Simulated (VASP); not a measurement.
Set up this calculation in VASP 6.6.1, as the native input.

| Item | Value |
| --- | --- |
| Task | single point |
| Functional | r2SCAN |
| Potentials or basis | VASP PAW PBE potentials, release 64 (Br) |
| Cutoff | 520 eV |
| k mesh | 8 × 8 × 8 |
| Occupations | fermi-dirac, width 0.02 eV |
| Spin | no spin polarisation |
| Dipole correction | no |
| Further INCAR settings | ALGO = Normal; EDIFF = 1e-07; NBANDS = 10 |

The system is Br.

```xyz
1
Lattice="1.8758 1.8758 1.8758 -1.8758 1.8758 1.8758 -1.8758 -1.8758 1.8758" Properties=species:S:1:pos:R:3 pbc="T T T"
Br    0.0000    0.0000    0.0000
```

One way to write it, as run:

POSCAR

```
Br
1.0
    1.8758446414      1.8758446414      1.8758446414
   -1.8758446414      1.8758446414      1.8758446414
   -1.8758446414     -1.8758446414      1.8758446414
Br
1
Direct
    0.0000000000      0.0000000000      0.0000000000
```

INCAR.step1

```
  ALGO = Normal
  EDIFF = 1E-4
  ENCUT = 520
  GGA = PE
  ISMEAR = -1
  LASPH = True
  LCHARG = False
  LREAL = False
  LWAVE = True
  NBANDS = 10
  NELM = 80
  PREC = Accurate
  SIGMA = 0.02
```

INCAR.step2

```
  ALGO = Normal
  EDIFF = 1E-7
  ENCUT = 520
  ISIF = 2
  ISMEAR = -1
  ISTART = 1
  LASPH = True
  LCHARG = False
  LMIXTAU = True
  LREAL = False
  LWAVE = False
  METAGGA = R2SCAN
  NBANDS = 10
  NELM = 80
  PREC = Accurate
  SIGMA = 0.02
```

KPOINTS

```
k-points
0
Gamma
  8 8 8
```

Potentials or basis: VASP PAW PBE potentials, release 64 (Br).

The run is started by

```bash
$ cat potpaw_PBE.64/Br/POTCAR > POTCAR
$ cp INCAR.step1 INCAR
$ mpirun -np 1 vasp_std > vasp.out
$ cp INCAR.step2 INCAR
$ mpirun -np 1 vasp_std > vasp.out
```

Results of the run:

```json
{
 "Pressure": "-0.1 GPa"
}
```

Caveat: the PAW data sets were made with another functional, which shifts forces and pressure a little; an odd number of electrons without spin polarisation forces a metal; a magnetic or distorted state may lie lower.

Wall time 23 s on 1 thread of Intel(R) Xeon(R) Platinum 8488C (Sapphire Rapids) (shared host), peak memory 0.14 GiB.
